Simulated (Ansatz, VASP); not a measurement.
# Mg4Ti3N4 in VASP and in Ansatz

```xyz
11
Lattice="5.0175 0.0000 0.0000 0.0000 5.0175 0.0000 0.0000 0.0000 5.8524" Properties=species:S:1:pos:R:3 pbc="T T T"
Mg    1.6358    1.6358    1.8826
Mg    1.6358    3.3817    3.9698
Mg    3.3817    1.6358    3.9698
Mg    3.3817    3.3817    1.8826
Ti    0.0000    0.0000    2.9262
Ti    2.5088    0.0000    0.0000
Ti    0.0000    2.5088    0.0000
N     1.2309    1.2309    3.9840
N     3.7866    3.7866    3.9840
N     1.2309    3.7866    1.8684
N     3.7866    1.2309    1.8684
```

Alike in both runs: functional PBE; k mesh 4 × 4 × 4; occupations gaussian, width 0.1 eV; collinear spin.

Ansatz relaxed the structure, and its values are those at the end. VASP's run is a single point on that final structure, the one shown.

```csv
,VASP,Ansatz
version,VASP 6.6.1,Ansatz 0.2.0
potentials or method,"VASP PAW PBE potentials, release 64 (Mg, Ti_sv, N), cutoff 520 eV","scalar-relativistic, plane waves, PAW"
valence electrons in the cell,64,96
```

Ansatz gave:

* gap on the k mesh at the Fermi level (eV): none
* pressure (GPa): 0.0
* rms of the force components (eV/Å): 0.011
* net moment per atom (μB): 0.00

Question: Estimate VASP's values.

Answer: gap on the k mesh at the Fermi level (eV): none; pressure (GPa): 0.0; rms of the force components (eV/Å): 0.019; net moment per atom (μB): 0.00.

A gap of «none» marks a metal or a gap that the smearing closes. With one functional, cell and mesh, what is left measures potentials, basis and numerics. VASP's potentials hold 64 valence electrons a cell and Ansatz's 96, so a difference there can come from the potentials and not from the codes. Ansatz's warnings: seeded moment not kept.
